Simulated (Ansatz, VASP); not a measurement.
# MnAs in VASP and in Ansatz

```
Mn As
1.0
     3.65602    0.00000    0.00000
    -1.82801    3.16621    0.00000
     0.00000    0.00000    5.50272
Mn As
2 2
Direct
  0.00000 0.00000 0.00000
  0.00000 0.00000 0.50000
  0.66667 0.33333 0.75000
  0.33333 0.66667 0.25000
```

Alike in both runs: functional PBE; k mesh 12 × 12 × 8; occupations gaussian, width 0.1 eV; collinear spin.

Ansatz relaxed the structure, and its values are those at the end. VASP's run is a single point on that final structure, the one shown.

```csv
,VASP,Ansatz
version,VASP 6.6.1,Ansatz 0.2.0
potentials or method,"VASP PAW PBE potentials, release 64 (Mn_pv, As), cutoff 520 eV","scalar-relativistic, plane waves, PAW"
valence electrons in the cell,36,60
```

VASP gave:

```
gap on the k mesh at the Fermi level (eV)                     : none
pressure (GPa)                                                : 0.1
net moment per atom (μB)                                      : 1.42
size of the moment on the site where the two differ most (μB) : 2.91
```

Question: Estimate Ansatz's values.

Answer: gap on the k mesh at the Fermi level (eV): none; pressure (GPa): 0.0; net moment per atom (μB): 1.42; size of the moment on the site where the two differ most (μB): 2.85.

Site moments also hang on the region over which each program counts them. A gap of «none» marks a metal or a gap that the smearing closes. VASP's potentials hold 36 valence electrons a cell and Ansatz's 60, so a difference there can come from the potentials and not from the codes.
